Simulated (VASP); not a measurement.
# CoSi (Pm-3m) in VASP: relaxation of cell and atoms with PBEsol-based global hybrid with 25 % exact exchange

Aim: the relaxation of cell and atoms of CoSi with PBEsol-based global hybrid with 25 % exact exchange.

Everything below comes from runs of VASP 6.6.1. Logs are shortened: lines on timing, memory, paths and dates and some standing lists are left out, and cuts for length are marked.

## (1) The cell of the first run

Symmetry: Pm-3m, No. 221, cubic system. Conventional cell: a = 2.781 Å, b = 2.781 Å, c = 2.781 Å, α = 90.00°, β = 90.00°, γ = 90.00°. Within 3.2 Å of Co (site symmetry m-3m) lie 8 Si at 2.41 Å and 6 Co at 2.78 Å. Within 3.2 Å of Si (site symmetry m-3m) lie 8 Co at 2.41 Å and 6 Si at 2.78 Å.

## (2) Relaxation of cell and atoms, PBEsol-based global hybrid with 25 % exact exchange, collinear spin, ferromagnetic start

POSCAR reads:

```
CoSi
1.0
    2.7813340000      0.0000000000      0.0000000000
    0.0000000000      2.7813340000      0.0000000000
    0.0000000000      0.0000000000      2.7813340000
Co Si
1 1
Direct
    0.0000000000      0.0000000000      0.0000000000
    0.5000000000      0.5000000000      0.5000000000
```

INCAR.step1 reads:

```
SYSTEM = CoSi
ALGO = Normal ; EDIFF = 1E-5
ENCUT = 600 ; GGA = PE
ISMEAR = -1 ; ISPIN = 2
LASPH = .TRUE. ; LCHARG = .FALSE.
LMAXMIX = 4 ; LORBIT = 11
LREAL = .FALSE. ; LWAVE = .TRUE.
MAGMOM = 2 0 ; NBANDS = 18
NELM = 150 ; PREC = Accurate
SIGMA = 0.05
```

INCAR.step2 reads:

```
SYSTEM = CoSi
AEXX = 0.25 ; ALGO = Normal
EDIFF = 1E-6 ; EDIFFG = -0.01
ENCUT = 600 ; GGA = PS
IBRION = 2 ; ISIF = 3
ISMEAR = -1 ; ISPIN = 2
ISTART = 1 ; LASPH = .TRUE.
LCHARG = .FALSE. ; LHFCALC = .TRUE.
LMAXMIX = 4 ; LORBIT = 11
LREAL = .FALSE. ; LWAVE = .FALSE.
MAGMOM = 2 0 ; NELM = 150
NSW = 60 ; PREC = Accurate
PRECFOCK = Normal ; SIGMA = 0.05
```

KPOINTS reads:

```
k-points
0
G
  5 5 5
  0 0 0
```

Potentials or basis: VASP PAW PBE potentials, release 64 (Co, Si).

Command:

```bash
$ cat potpaw_PBE.64/Co/POTCAR potpaw_PBE.64/Si/POTCAR > POTCAR
$ cp INCAR.step1 INCAR
$ mpirun -np 1 vasp_std > vasp.out
$ cp INCAR.step2 INCAR
$ mpirun -np 1 vasp_std > vasp.out
```

OUTCAR:

```text
SYSTEM = CoSi
   AEXX = 0.25
   EDIFF = 1E-6
   EDIFFG = -0.01
   ENCUT = 600
   GGA = PS
   IBRION = 2
   ISIF = 3
   ISMEAR = -1
   ISPIN = 2
   ISTART = 1
   LASPH = .TRUE.
   LHFCALC = .TRUE.
   LORBIT = 11
   LREAL = .FALSE.
   NELM = 150
   NSW = 60
   PREC = Accurate
   PRECFOCK = Normal

 ion  position               nearest neighbor table
   1  0.000  0.000  0.000-   2 2.41   2 2.41   2 2.41   2 2.41   2 2.41   2 2.41   2 2.41   2 2.41

   2  0.500  0.500  0.500-   1 2.41   1 2.41   1 2.41   1 2.41   1 2.41   1 2.41   1 2.41   1 2.41

  LATTYP: Found a simple cubic cell.
 ALAT       =     2.7813340000

  Lattice vectors:

 A1 = (   2.7813340000,   0.0000000000,   0.0000000000)
 A2 = (   0.0000000000,   2.7813340000,   0.0000000000)
 A3 = (   0.0000000000,   0.0000000000,   2.7813340000)

Analysis of symmetry for initial positions (statically):
=====================================================================
 Subroutine PRICEL returns:
 Original cell was already a primitive cell.

 Routine SETGRP: Setting up the symmetry group for a
 simple cubic supercell.

 Subroutine GETGRP returns: Found 48 space group operations
 (whereof 48 operations were pure point group operations)
 out of a pool of 48 trial point group operations.

The static configuration has the point symmetry O_h .

Analysis of symmetry for dynamics (positions and initial velocities):
=====================================================================
 Subroutine PRICEL returns:
 Original cell was already a primitive cell.

 Routine SETGRP: Setting up the symmetry group for a
 simple cubic supercell.

 Subroutine GETGRP returns: Found 48 space group operations
 (whereof 48 operations were pure point group operations)
 out of a pool of 48 trial point group operations.

The dynamic configuration has the point symmetry O_h .

Analysis of structural, dynamic, and magnetic symmetry:
=====================================================================
 Subroutine PRICEL returns:
 Original cell was already a primitive cell.

 Routine SETGRP: Setting up the symmetry group for a
 simple cubic supercell.

 Subroutine GETGRP returns: Found 48 space group operations
 (whereof 48 operations were pure point group operations)
 out of a pool of 48 trial point group operations.

The overall configuration has the point symmetry O_h .

 Subroutine INISYM returns: Found 48 space group operations
 (whereof 48 operations are pure point group operations),
[... 115 lines left out ...]
   HFSCREENC=   0.0000 screening length for correlation (either q_TF or 0.3 A-1)
   ENCUTFOCK=  -1.0 apply spherical cutoff to Coloumb kernel
   IVDW    =     0    specifies the selected vdW correction
   LEPSILON=     F    determine dielectric tensor
   LRPA    =     F    only Hartree local field effects (RPA)
 conjugate gradient relaxation of ions
 spin polarized calculation
  energy-cutoff  :      600.00
  volume of cell :       21.52
 maximum number of plane-waves:       739
 NGX is ok and might be reduce to    24
  NGX = 18; NGY = 18; NGZ = 18

--------------------------------------- Ionic step        1  -------------------------------------------

 number of electron      13.0000003 magnetization       0.8728658

 Free energy of the ion-electron system (eV)
  ---------------------------------------------------
  ext. energy  EPLUGINS =         0.00000000
  ---------------------------------------------------
  free energy    TOTEN  =       -18.30382646 eV

  energy without entropy =      -18.30203477  energy(sigma->0) =      -18.30293062

------------------------ aborting loop because EDIFF is reached ----------------------------------------

  FORCE on cell =-STRESS in cart. coord.  units (eV):
  Direction    XX          YY          ZZ          XY          YZ          ZX
  --------------------------------------------------------------------------------------
  -------------------------------------------------------------------------------------
  Total       -1.1400475     -1.1400475     -1.1400475      0.0000000      0.0000000     -0.0000000
  in kB      -84.8934304    -84.8934304    -84.8934304      0.0000000      0.0000000     -0.0000000
  external PRESSURE =     -84.8934304 kB  Pullay stress =       0.0000000 kB
[... 95 lines left out ...]
--------------------------------------- Ionic step        4  -------------------------------------------

 number of electron      13.0000002 magnetization       0.8720156

 Free energy of the ion-electron system (eV)
  ---------------------------------------------------
  ext. energy  EPLUGINS =         0.00000000
  ---------------------------------------------------
  free energy    TOTEN  =       -18.32538615 eV

  energy without entropy =      -18.32357608  energy(sigma->0) =      -18.32448112

 E-fermi :  14.5071     XC(G=0): -10.3535

 val. band max:       13.0448342466   @ k =   0.4000   0.4000   0.4000
 cond. band min:      14.6567082500   @ k =   0.4000   0.4000   0.4000
 fundamental gap:      1.6118740034
 Fermi energy:        14.5071382880

 spin component 1

 k-point     1 :       0.0000    0.0000    0.0000
  band No.  band energies     occupation
      1      -3.4286      1.00000
      2       6.3013      1.00000
      3       6.3013      1.00000
      4       9.6342      1.00000
      5       9.6342      1.00000
      6       9.6342      1.00000
      7      17.2302      0.00000
      8      17.2302      0.00000
      9      17.2302      0.00000
     10      21.6099      0.00000
     11      21.6099      0.00000
[... 113 lines left out ...]
 k-point    10 :       0.4000    0.4000    0.4000
  band No.  band energies     occupation
      1       4.0819      1.00000
      2       5.4936      1.00000
      3       5.4936      1.00000
      4       8.9752      1.00000
      5       8.9752      1.00000
      6      11.0358      1.00000
      7      13.0201      1.00000
      8      14.6567      0.04782
      9      14.6567      0.04781
     10      18.9507      0.00000
     11      18.9507      0.00000
 Fermi energy:        14.5071382880

 spin component 2

 k-point     1 :       0.0000    0.0000    0.0000
  band No.  band energies     occupation
      1      -3.5437      1.00000
      2       8.9346      1.00000
      3       8.9346      1.00000
      4      10.5145      1.00000
      5      10.5145      1.00000
      6      10.5145      1.00000
      7      17.2573      0.00000
      8      17.2573      0.00000
      9      17.2573      0.00000
     10      22.9105      0.00000
     11      22.9105      0.00000
[... 153 lines left out ...]
  FREE ENERGIE OF THE ION-ELECTRON SYSTEM (eV)
  ---------------------------------------------------
  free  energy   TOTEN  =       -18.3253861507 eV

  energy  without entropy=      -18.3235760798  energy(sigma->0) =      -18.32448112

 reached required accuracy - stopping structural energy minimisation

 total charge

# of ion       s       p       d       tot
------------------------------------------
    1        0.449   0.668   7.624   8.741
    2        0.743   0.885   0.000   1.628
--------------------------------------------------
tot          1.192   1.553   7.624  10.369

 magnetization (x)

# of ion       s       p       d       tot
------------------------------------------
    1       -0.005  -0.031   0.986   0.950
    2       -0.001   0.021   0.000   0.020
--------------------------------------------------
tot         -0.006  -0.010   0.986   0.970
```

OUTCAR.step1:

```text
SYSTEM = CoSi
   EDIFF = 1E-5
   ENCUT = 600
   GGA = PE
   ISMEAR = -1
   ISPIN = 2
   LASPH = .TRUE.
   LORBIT = 11
   LREAL = .FALSE.
   NELM = 150
   PREC = Accurate

[... 650 lines left out ...]

 total charge

# of ion       s       p       d       tot
------------------------------------------
    1        0.438   0.588   7.567   8.594
    2        0.737   0.854   0.000   1.591
--------------------------------------------------
tot          1.175   1.442   7.567  10.184

 magnetization (x)

# of ion       s       p       d       tot
------------------------------------------
    1        0.005  -0.002   0.588   0.592
    2       -0.001   0.003   0.000   0.003
--------------------------------------------------
tot          0.005   0.002   0.588   0.595
```

OSZICAR.step1:

```text
N       E                     dE             d eps       ncg     rms          rms(c)
DAV:   1     0.515910664666E+02    0.51591E+02   -0.56304E+03   720   0.854E+02
DAV:   2    -0.116252948927E+02   -0.63216E+02   -0.55987E+02   810   0.182E+02
DAV:   3    -0.146456110996E+02   -0.30203E+01   -0.29509E+01   838   0.403E+01
DAV:   4    -0.146872946988E+02   -0.41684E-01   -0.41628E-01   878   0.415E+00
DAV:   5    -0.146884616581E+02   -0.11670E-02   -0.11669E-02   932   0.736E-01    0.152E+01
DAV:   6    -0.173451599740E+02   -0.26567E+01   -0.33031E+01   788   0.729E+01    0.169E+01
DAV:   7    -0.133368111352E+02    0.40083E+01   -0.18695E+01   860   0.495E+01    0.278E+00
DAV:   8    -0.133290894937E+02    0.77216E-02   -0.12984E-01   800   0.205E+00    0.140E+00
DAV:   9    -0.133174186678E+02    0.11671E-01   -0.15302E-02   980   0.141E+00    0.533E-01
DAV:  10    -0.133160459069E+02    0.13728E-02   -0.10570E-03  1054   0.289E-01    0.171E-01
DAV:  11    -0.133159395932E+02    0.10631E-03   -0.99194E-05   858   0.979E-02    0.860E-02
DAV:  12    -0.133159367526E+02    0.28407E-05   -0.42719E-05   604   0.587E-02
   1 F= -.13315937E+02 E0= -.13310449E+02  d E =-.109754E-01  mag=     0.5684
```

Wall time 61 min (1 thread of AMD EPYC 7R43 (Zen 3), shared host); peak memory 0.14 GiB.

Results:

```yaml
Free_energy: -18.3254 eV
Relaxed_volume: 10.37 Å³/atom
Relaxed_cell: a = 2.747 Å, b = 2.747 Å, c = 2.747 Å, α = 90.00°, β = 90.00°, γ = 90.00°
Space_group_after_relaxing_to_0.1_Å: Pm-3m (No. 221)
Energy_gained_by_relaxing: 10.8 meV/atom
Ionic_steps: 4
Pressure_after_relaxing: -0.1 GPa
Net_moment: 0.87 μB per cell
Site_moments: Co +0.95; Si +0.02 μB
Valence_electrons_inside_the_program's_atomic_spheres: Co 8.74; Si 1.63
```

Step by step:
```
step  energy change (eV)  largest force (eV/Å)  pressure (GPa)  volume (Å³)
   1              0.0000                0.0000           -8.49        21.52
   2              0.0169                0.0000           13.65        19.79
   3             -0.0216                0.0000           -0.20        20.75
   4             -0.0216                0.0000           -0.06        20.73
```

Final structure:
```cif
data_structure
_symmetry_space_group_name_H-M 'P 1'
_symmetry_Int_Tables_number 1
_cell_length_a 2.7471
_cell_length_b 2.7471
_cell_length_c 2.7471
_cell_angle_alpha 90.000
_cell_angle_beta 90.000
_cell_angle_gamma 90.000
_cell_volume 20.73
loop_
_atom_site_label
_atom_site_type_symbol
_atom_site_fract_x
_atom_site_fract_y
_atom_site_fract_z
_atom_site_occupancy
Co1 Co 0.00000 0.00000 0.00000 1
Si1 Si 0.50000 0.50000 0.50000 1
```

Caveat: the k points lie up to 0.46 Å⁻¹ apart in the final cell; the PAW data sets were made with another functional, which shifts forces and pressure a little.
